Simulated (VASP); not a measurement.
Se: single point with LDA

Crystal: Se.

```
Se
1.0
     0.00000    2.99985    2.99985
     2.99985    0.00000    2.99985
     2.99985    2.99985    0.00000
Se
2
Direct
  0.87500 0.87500 0.87500
  0.12500 0.12500 0.12500
```

This isn't the form of Se at room conditions, which is trigonal, of chains.

| Quantity | Value |
| --- | --- |
| Program | VASP 6.6.1 |
| Task | single point |
| Functional | LDA |
| Potentials or basis | VASP PAW LDA potentials, release 64 (Se) |
| Cutoff | 520 eV |
| k mesh | 11 × 11 × 11 |
| Occupations | fermi-dirac, width 0.08 eV |
| Spin | no spin polarisation |

```
Pressure               : 4.8 GPa
Band gap on the k mesh : zero (bands 6 and 7 overlap by 1.24 eV)
```

Levels at points of the mesh, in eV from the Fermi level:
```tsv
k point	band 3	band 4	band 5	band 6	band 7	band 8	band 9	band 10
(0.00, 0.00, 0.00)	-3.95	-3.95	-3.95	-0.99	-0.99	-0.99	4.07	7.48
```

Wall time 18 s on 1 thread of Intel(R) Xeon(R) Platinum 8488C (Sapphire Rapids), with other jobs on the host, peak memory 0.16 GiB.

Caveat: the cell stands under pressure.
